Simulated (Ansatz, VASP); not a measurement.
One calculation of SiMo3, two programs

```
Si Mo
1.0
     5.05365    0.00000    0.00000
     0.00000    5.05365    0.00000
     0.00000    0.00000    4.90645
Si Mo
2 6
Direct
  0.00000 0.00000 0.00000
  0.50000 0.50000 0.50000
  0.25000 0.00000 0.50000
  0.50000 0.75000 0.00000
  0.75000 0.00000 0.50000
  0.50000 0.25000 0.00000
  0.00000 0.50000 0.75000
  0.00000 0.50000 0.25000
```

Change from the starting cell: strain +0.0300 x Voigt [1, 1, 0, 0, 0, 0], atoms carried along.

Alike in both runs: task single point; functional PBE; k mesh 8 × 8 × 8; occupations gaussian, width 0.15 eV; no spin polarisation.

```csv
,VASP,Ansatz
version,VASP 6.6.1,Ansatz 0.2.0
potentials or method,"VASP PAW PBE potentials, release 64 (Si, Mo_sv), cutoff 520 eV","scalar-relativistic, plane waves, PAW"
valence electrons in the cell,92,92
```

Ansatz gave:

- gap on the k mesh at the Fermi level (eV): none
- pressure (GPa): -12.7
- traceless stress, the component that is largest in VASP (GPa): 5.37
- rms of the force components (eV/Å): 0.019

Task: Estimate VASP's values.

Result: gap on the k mesh at the Fermi level (eV): none; pressure (GPa): -12.3; traceless stress, the component that is largest in VASP (GPa): 5.42; rms of the force components (eV/Å): 0.019.

Atom by atom the forces differ by 0.000 eV/Å (rms over components). A gap of «none» marks a metal or a gap that the smearing closes. With one functional, cell and mesh, what is left measures potentials, basis and numerics.
